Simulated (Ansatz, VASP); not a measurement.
**One calculation of Pt, two programs**

```
CELL_PARAMETERS angstrom
0.00000 1.94681 1.94681
1.94681 0.00000 1.94681
1.94681 1.94681 0.00000
ATOMIC_POSITIONS crystal
Pt 0.00000 0.00000 0.00000
```

Alike in both runs: functional LDA; k mesh 26 × 26 × 26; occupations gaussian, width 0.1 eV; no spin polarisation.

Ansatz relaxed the structure, and its values are those at the end. VASP's run is a single point on that final structure, the one shown.

|  | VASP | Ansatz |
| --- | --- | --- |
| version | VASP 6.6.1 | Ansatz 0.2.0 |
| potentials or method | VASP PAW LDA potentials, release 64 (Pt), cutoff 520 eV | scalar-relativistic, plane waves, PAW |
| valence electrons in the cell | 10 | 18 |

```csv
,VASP,Ansatz,Ansatz less VASP
gap on the k mesh at the Fermi level (eV),none,none,-
pressure (GPa),0.8,0.0,-0.78
```

Ansatz warns that its potentials were made for another functional, while VASP's fit it. LDA's correlation is that of Perdew and Zunger in VASP and of Perdew and Wang (1992) in Ansatz. A gap of «none» marks a metal or a gap that the smearing closes. VASP's potentials hold 10 valence electrons a cell and Ansatz's 18, so a difference there can come from the potentials and not from the codes.

Spin-orbit coupling is off throughout.
